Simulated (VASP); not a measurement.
# TiAl (Pm-3m) in VASP: further runs

The runs below take TiAl through relaxation of cell and atoms, with PBEsol.

All numbers are computed with VASP 6.6.1; they aren't measurements. Logs are shortened: lines on timing, memory, paths and dates and some standing lists are left out, and cuts for length are marked.

## 1. The cell of the first run

The structure is cubic, space group Pm-3m (No. 221). Conventional cell: a = 3.179 Å, b = 3.179 Å, c = 3.179 Å, α = 90.00°, β = 90.00°, γ = 90.00°. Within 3.6 Å of Ti (site symmetry m-3m) lie 8 Al at 2.75 Å and 6 Ti at 3.18 Å. Al (site symmetry m-3m) has 8 Ti at 2.75 Å and 6 Al at 3.18 Å within 3.6 Å.

## 2. Relaxation of cell and atoms, PBEsol, target pressure 20 GPa, at which the enthalpy is minimised

INCAR

```
SYSTEM = TiAl
PREC     = Accurate       ! precision mode
ENCUT    = 600            ! plane-wave cutoff, eV
EDIFF    = 1E-7           ! SCF threshold, eV
ISMEAR   = -1             ! smearing method
SIGMA    = 0.05           ! smearing width, eV
LREAL    = .FALSE.        ! projectors in reciprocal space
LASPH    = .TRUE.         ! aspherical terms in the spheres
NELM     = 60             ! most SCF steps
ALGO     = Normal         ! electronic algorithm
ISIF     = 3              ! what is computed and relaxed
LWAVE    = .FALSE.        ! write WAVECAR
LCHARG   = .FALSE.        ! write CHGCAR
GGA      = PS             ! functional
IBRION   = 2              ! ionic algorithm
NSW      = 80             ! ionic steps
EDIFFG   = -0.02          ! ionic threshold
PSTRESS  = 200.0
```

KPOINTS

```
Automatic mesh
0
G
  8 8 8
  0 0 0
```

POSCAR

```
TiAl
1.0
    3.1790640000      0.0000000000      0.0000000000
    0.0000000000      3.1790640000      0.0000000000
    0.0000000000      0.0000000000      3.1790640000
Ti Al
1 1
Direct
    0.0000000000      0.0000000000      0.0000000000
    0.5000000000      0.5000000000      0.5000000000
```

Potentials or basis: VASP PAW PBE potentials, release 64 (Ti_sv, Al).

Command:

```bash
> cat potpaw_PBE.64/Ti_sv/POTCAR potpaw_PBE.64/Al/POTCAR > POTCAR
> mpirun -np 1 vasp_std > vasp.out
```

OUTCAR:

```text
SYSTEM = TiAl
   PREC = Accurate
   ENCUT = 600
   EDIFF = 1E-7
   ISMEAR = -1
   LREAL = .FALSE.
   LASPH = .TRUE.
   NELM = 60
   ISIF = 3
   GGA = PS
   IBRION = 2
   NSW = 80
   EDIFFG = -0.02
   PSTRESS = 200.0

 ion  position               nearest neighbor table
   1  0.000  0.000  0.000-   2 2.75   2 2.75   2 2.75   2 2.75   2 2.75   2 2.75   2 2.75   2 2.75

   2  0.500  0.500  0.500-   1 2.75   1 2.75   1 2.75   1 2.75   1 2.75   1 2.75   1 2.75   1 2.75

  LATTYP: Found a simple cubic cell.
 ALAT       =     3.1790640000

  Lattice vectors:

 A1 = (   3.1790640000,   0.0000000000,   0.0000000000)
 A2 = (   0.0000000000,   3.1790640000,   0.0000000000)
 A3 = (   0.0000000000,   0.0000000000,   3.1790640000)

Analysis of symmetry for initial positions (statically):
=====================================================================
 Subroutine PRICEL returns:
 Original cell was already a primitive cell.

 Routine SETGRP: Setting up the symmetry group for a
 simple cubic supercell.

 Subroutine GETGRP returns: Found 48 space group operations
 (whereof 48 operations were pure point group operations)
 out of a pool of 48 trial point group operations.

The static configuration has the point symmetry O_h .

Analysis of symmetry for dynamics (positions and initial velocities):
=====================================================================
 Subroutine PRICEL returns:
 Original cell was already a primitive cell.

 Routine SETGRP: Setting up the symmetry group for a
 simple cubic supercell.

 Subroutine GETGRP returns: Found 48 space group operations
 (whereof 48 operations were pure point group operations)
 out of a pool of 48 trial point group operations.

The dynamic configuration has the point symmetry O_h .

 Subroutine INISYM returns: Found 48 space group operations
 (whereof 48 operations are pure point group operations),
 and found     1 'primitive' translations

----------------------------------------------------------------------------------------

                                     Primitive cell

  volume of cell :      32.1290

  direct lattice vectors                    reciprocal lattice vectors
     3.179064000  0.000000000  0.000000000     0.314557996  0.000000000  0.000000000
     0.000000000  3.179064000  0.000000000     0.000000000  0.314557996  0.000000000
     0.000000000  0.000000000  3.179064000     0.000000000  0.000000000  0.314557996

  length of vectors
     3.179064000  3.179064000  3.179064000     0.314557996  0.314557996  0.314557996

  position of ions in fractional coordinates (direct lattice)
     0.000000000  0.000000000  0.000000000
     0.500000000  0.500000000  0.500000000

  ion indices of the primitive-cell ions
   primitive index   ion index
                 1           1
                 2           2

----------------------------------------------------------------------------------------

 KPOINTS: Automatic mesh

Automatic generation of k-mesh.
 Grid dimensions read from file:
 generate k-points for:    8    8    8

 Generating k-lattice:

  Cartesian coordinates                     Fractional coordinates (reciprocal lattice)
     0.039319749  0.000000000  0.000000000     0.125000000  0.000000000  0.000000000
     0.000000000  0.039319749  0.000000000     0.000000000  0.125000000  0.000000000
     0.000000000  0.000000000  0.039319749     0.000000000  0.000000000  0.125000000

  Length of vectors
     0.039319749  0.039319749  0.039319749

  Shift w.r.t. Gamma in fractional coordinates (k-lattice)
     0.000000000  0.000000000  0.000000000

 Subroutine IBZKPT returns following result:
 ===========================================

 Found     35 irreducible k-points:

 Following reciprocal coordinates:
            Coordinates               Weight
  0.000000  0.000000  0.000000      1.000000
  0.125000  0.000000  0.000000      6.000000
  0.250000  0.000000  0.000000      6.000000
  0.375000  0.000000  0.000000      6.000000
  0.500000  0.000000  0.000000      3.000000
  0.125000  0.125000  0.000000     12.000000
[... 16 lines left out ...]
  0.375000  0.375000  0.125000     24.000000
  0.500000  0.375000  0.125000     24.000000
 [... further k-points ...]
   k-points           NKPTS =     35   k-points in BZ     NKDIM =     35   number of bands    NBANDS=     11
   number of dos      NEDOS =    301   number of ions     NIONS =      2
   total plane-waves  NPLWV =  21952
   dimension x,y,z NGX =    28 NGY =   28 NGZ =   28
   dimension x,y,z NGXF=    56 NGYF=   56 NGZF=   56
   ions per type =               1   1
   NGX,Y,Z   is equivalent  to a cutoff of  14.64, 14.64, 14.64 a.u.
   NGXF,Y,Z  is equivalent  to a cutoff of  29.28, 29.28, 29.28 a.u.
 SYSTEM =  TiAl
   PREC   = accura    normal or accurate (medium, high low for compatibility)
   ISTART =      0    job   : 0-new  1-cont  2-samecut
   ICHARG =      2    charge: 1-file 2-atom 10-const
   ISPIN  =      1    spin polarized calculation?
   LNONCOLLINEAR =      F non collinear calculations
   LSORBIT =      F    spin-orbit coupling
   LASPH  =      T    aspherical Exc in radial PAW
   ENCUT  =  600.0 eV  44.10 Ry    6.64 a.u.   6.35  6.35  6.35*2*pi/ulx,y,z
   NELM   =     60;   NELMIN=  2; NELMDL= -5     # of ELM steps
   EDIFF  = 0.1E-06   stopping-criterion for ELM
   LREAL  =      F    real-space projection
   EDIFFG = -.2E-01   stopping-criterion for IOM
   NSW    =     80    number of steps for IOM
   IBRION =      2    ionic relax: 0-MD 1-quasi-New 2-CG
   NFREE  =      1    steps in history (QN), initial steepest desc. (CG)
   ISIF   =      3    stress and relaxation
   ISYM   =      2    0-nonsym 1-usesym 2-fastsym
   POTIM  = 0.5000    time-step for ionic-motion
   TEBEG  =    0.0;   TEEND  =   0.0 temperature during run
   PSTRESS=  200.0 pullay stress
   NELECT =      15.0000    total number of electrons
   NUPDOWN=      -1.0000    fix difference up-down
   EMIN   =  10.00;   EMAX   =-10.00  energy-range for DOS
   EFERMI =   0.00;   METHOD = LEGACY
   ISMEAR =    -1;   SIGMA  =   0.05  broadening in eV -4-tet -1-fermi 0-gaus
   EFERMI_NEDOS =   21; number of points for ismear=-14 and -15
   IALGO  =     38    algorithm
   IMIX   =      4    mixing-type and parameters
     AMIX     =   0.40;   BMIX     =  1.00
     AMIX_MAG =   1.60;   BMIX_MAG =  1.00
  volume/ion in A,a.u.               =      16.06       108.41
  Fermi-wavevector in a.u.,A,eV,Ry     =   1.270007  2.399964 21.945065  1.612917
  Thomas-Fermi vector in A             =   2.403017
   LORBIT       =      0    0 simple, 1 ext, 2 COOP (PROOUT), +10 PAW based schemes
   GGA     = PS    functional components
   LHFCALC =     F    Hartree Fock is set to
   AEXX    =    0.0000 exact exchange contribution
   IVDW    =     0    specifies the selected vdW correction
   LEPSILON=     F    determine dielectric tensor
   LRPA    =     F    only Hartree local field effects (RPA)
 conjugate gradient relaxation of ions
 non-spin polarized calculation
  energy-cutoff  :      600.00
  volume of cell :       32.13
 maximum number of plane-waves:      1108
 NGX is ok and might be reduce to    28
   NGX = 13   NGY = 13   NGZ = 13

--------------------------------------- Ionic step        1  -------------------------------------------

 number of electron      15.0000003 magnetization

 Free energy of the ion-electron system (eV)
  ---------------------------------------------------
  ext. energy  EPLUGINS =         0.00000000
  ---------------------------------------------------
  free energy    TOTEN  =       -12.96894614 eV

  energy without entropy =      -12.94555704  energy(sigma->0) =      -12.95725159

 E-fermi :   8.6711     XC(G=0): -11.1895

 val. band max:        8.6415367837   @ k =   0.3750   0.1250   0.1250
 cond. band min:       8.6734978119   @ k =   0.3750   0.3750   0.2500
 fundamental gap:      0.0319610282
 Fermi energy:         8.6711336599

 k-point     1 :       0.0000    0.0000    0.0000
  band No.  band energies     occupation
      1     -47.9892      2.00000
      2     -24.2914      2.00000
      3     -24.2914      2.00000
      4     -24.2914      2.00000
      5      -0.5810      2.00000
      6       7.2400      2.00000
      7       7.2400      2.00000
      8      10.4632      0.00000
      9      10.4632      0.00000
     10      10.4632      0.00000
     11      13.0931      0.00000
[... 309 lines left out ...]
 k-point    24 :       0.5000    0.3750    0.1250
  band No.  band energies     occupation
      1     -47.9594      2.00000
      2     -24.4407      2.00000
      3     -24.4134      2.00000
      4     -24.2865      2.00000
      5       3.6343      2.00000
      6       5.6719      2.00000
      7       6.7208      2.00000
      8       8.0940      1.99998
      9       9.5581      0.00000
     10       9.5806      0.00000
     11      11.5395      0.00000

 [... further k-points ...]
[... 5 lines left out ...]
  --------------------------------------------------------------------------------------
  -------------------------------------------------------------------------------------
  Total       -0.4674808     -0.4674808     -0.4674808     -0.0000000     -0.0000000      0.0000000
  in kB      -23.3118380    -23.3118380    -23.3118380     -0.0000000     -0.0000000      0.0000000
  external PRESSURE =    -223.3118380 kB  Pullay stress =     200.0000000 kB
[... 213 lines left out ...]
  enthalpy is  TOTEN    =        -9.3105421184 eV   P V=        3.4528853491

--------------------------------------- Ionic step        7  -------------------------------------------

 number of electron      15.0000006 magnetization

 Free energy of the ion-electron system (eV)
  ---------------------------------------------------
  ext. energy  EPLUGINS =         0.00000000
  ---------------------------------------------------
  free energy    TOTEN  =       -12.75685155 eV

  energy without entropy =      -12.73857226  energy(sigma->0) =      -12.74771191

 E-fermi :  10.3618     XC(G=0): -11.8655

 val. band max:       10.2935364925   @ k =   0.3750   0.1250   0.1250
 cond. band min:      10.4046995507   @ k =   0.5000   0.3750   0.2500
 fundamental gap:      0.1111630582
 Fermi energy:        10.3618420102

 k-point     1 :       0.0000    0.0000    0.0000
  band No.  band energies     occupation
      1     -45.9809      2.00000
      2     -22.2654      2.00000
      3     -22.2654      2.00000
      4     -22.2654      2.00000
      5       0.4467      2.00000
      6       8.5349      2.00000
      7       8.5349      2.00000
      8      12.5223      0.00000
      9      12.5223      0.00000
     10      12.5223      0.00000
     11      15.5944      0.00000
[... 309 lines left out ...]
 k-point    24 :       0.5000    0.3750    0.1250
  band No.  band energies     occupation
      1     -45.9224      2.00000
      2     -22.5218      2.00000
      3     -22.4745      2.00000
      4     -22.2556      2.00000
      5       4.9612      2.00000
      6       7.1855      2.00000
      7       8.2470      2.00000
      8       9.7040      2.00000
      9      11.4273      0.00000
     10      11.4300      0.00000
     11      13.8694      0.00000

 [... further k-points ...]
[... 5 lines left out ...]
  --------------------------------------------------------------------------------------
  -------------------------------------------------------------------------------------
  Total        3.4467829      3.4467829      3.4467829     -0.0000000     -0.0000000      0.0000000
  in kB      200.0309827    200.0309827    200.0309827     -0.0000000     -0.0000000      0.0000000
  external PRESSURE =       0.0309827 kB  Pullay stress =     200.0000000 kB
[... 17 lines left out ...]
  FREE ENERGIE OF THE ION-ELECTRON SYSTEM (eV)
  ---------------------------------------------------
  free  energy   TOTEN  =       -12.7568515526 eV

  energy  without entropy=      -12.7385722612  energy(sigma->0) =      -12.74771191

  enthalpy is  TOTEN    =        -9.3106025218 eV   P V=        3.4462490308

 reached required accuracy - stopping structural energy minimisation
```

Wall time 2.7 min (1 thread of Intel Xeon 8259CL, shared host); peak memory 0.18 GiB.

What came out:

| Property | Result |
| --- | --- |
| Free energy | -12.7569 eV |
| Relaxed volume | 13.80 Å³/atom |
| Relaxed cell | a = 3.022 Å, b = 3.022 Å, c = 3.022 Å, α = 90.00°, β = 90.00°, γ = 90.00° |
| Space group after relaxing (to 0.05 Å) | Pm-3m (No. 221) |
| Energy change on relaxing (the enthalpy is what falls) | +106.0 meV/atom |
| Ionic steps | 7 |
| Pressure after relaxing | 20.0 GPa |

The path:
```tsv
step	energy change (eV)	largest force (eV/Å)	pressure (GPa)	volume (Å³)
1	0.0000	0.0000	-2.33	32.13
2	1.4712	0.0000	70.62	22.80
3	0.1887	0.0000	18.76	27.80
4	0.2073	0.0000	19.74	27.65
5	0.2179	0.0000	20.32	27.56
6	0.2055	0.0000	19.64	27.66
7	0.2121	0.0000	20.00	27.61
```

Final structure:
```yaml
crystal:
  lattice:
    - [3.02233, 0.00000, 0.00000]
    - [0.00000, 3.02233, 0.00000]
    - [0.00000, 0.00000, 3.02233]
  atoms:
    - { symbol: Ti, position: [0.00000, 0.00000, 0.00000] }
    - { symbol: Al, position: [0.50000, 0.50000, 0.50000] }
```

Caveat: the cell is relaxed towards a set pressure, so the enthalpy falls and the energy may rise; the PAW data sets were made with another functional, which shifts forces and pressure a little.

## 3. Relaxation of cell and atoms, PBEsol, target pressure 30 GPa, at which the enthalpy is minimised

INCAR

```
  ALGO = Normal
  EDIFF = 1E-7
  EDIFFG = -0.02
  ENCUT = 600
  GGA = PS
  IBRION = 2
  ISIF = 3
  ISMEAR = -1
  LASPH = True
  LCHARG = False
  LREAL = False
  LWAVE = False
  NELM = 80
  NSW = 80
  PREC = Accurate
  PSTRESS = 300.0
  SIGMA = 0.05
```

KPOINTS

```
k-points
0
Gamma
  8 8 8
```

POSCAR is that of step 2.

Potentials or basis: VASP PAW PBE potentials, release 64 (Ti_sv, Al).

Command:

```bash
> cat potpaw_PBE.64/Ti_sv/POTCAR potpaw_PBE.64/Al/POTCAR > POTCAR
> mpirun -np 1 vasp_std > vasp.out
```

Wall time 2.2 min (1 thread of Intel Xeon 8259CL, shared host); peak memory 0.17 GiB.

The run converged. Its results:

* Free energy: -12.5555 eV
* Relaxed volume: 13.15 Å³/atom
* Relaxed cell: a = 2.974 Å, b = 2.974 Å, c = 2.974 Å, α = 90.00°, β = 90.00°, γ = 90.00°
* Space group after relaxing (to 0.05 Å): Pm-3m (No. 221)
* Energy change on relaxing (the enthalpy is what falls): +206.7 meV/atom
* Ionic steps: 5
* Pressure after relaxing: 30.0 GPa

Step by step:
| step | energy change (eV) | largest force (eV/Å) | pressure (GPa) | volume (Å³) |
| --- | --- | --- | --- | --- |
| 1 | 0.0000 | 0.0000 | -2.33 | 32.13 |
| 2 | 3.7557 | 0.0000 | 145.77 | 19.29 |
| 3 | 0.3292 | 0.0000 | 26.05 | 26.79 |
| 4 | 0.3938 | 0.0000 | 29.11 | 26.41 |
| 5 | 0.4135 | 0.0000 | 30.01 | 26.31 |

Final structure:
```
Ti Al
1.0
     2.97415    0.00000    0.00000
     0.00000    2.97415    0.00000
     0.00000    0.00000    2.97415
Ti Al
1 1
Cartesian
  0.0000 0.0000 0.0000
  1.4871 1.4871 1.4871
```

Levels at points of the mesh, in eV from the Fermi level:
```csv
k point,band 4,band 5,band 6,band 7,band 8,band 9,band 10,band 11
"(0.00, 0.00, 0.00)",-32.52,-10.12,-1.97,-1.97,2.28,2.28,2.28,5.53
"(0.50, 0.00, 0.00)",-32.49,-6.19,-5.75,-0.79,0.19,0.19,2.57,3.96
"(0.50, 0.50, 0.00)",-32.45,-5.60,-2.04,-2.04,-1.74,0.79,0.79,3.58
"(0.50, 0.50, 0.50)",-32.77,-3.75,-3.75,-3.75,1.95,3.60,3.67,3.67
```

Caveat: the cell is relaxed towards a set pressure, so the enthalpy falls and the energy may rise; the volume moved by over 15 % at a fixed basis, so the end points are rough; the PAW data sets were made with another functional, which shifts forces and pressure a little.
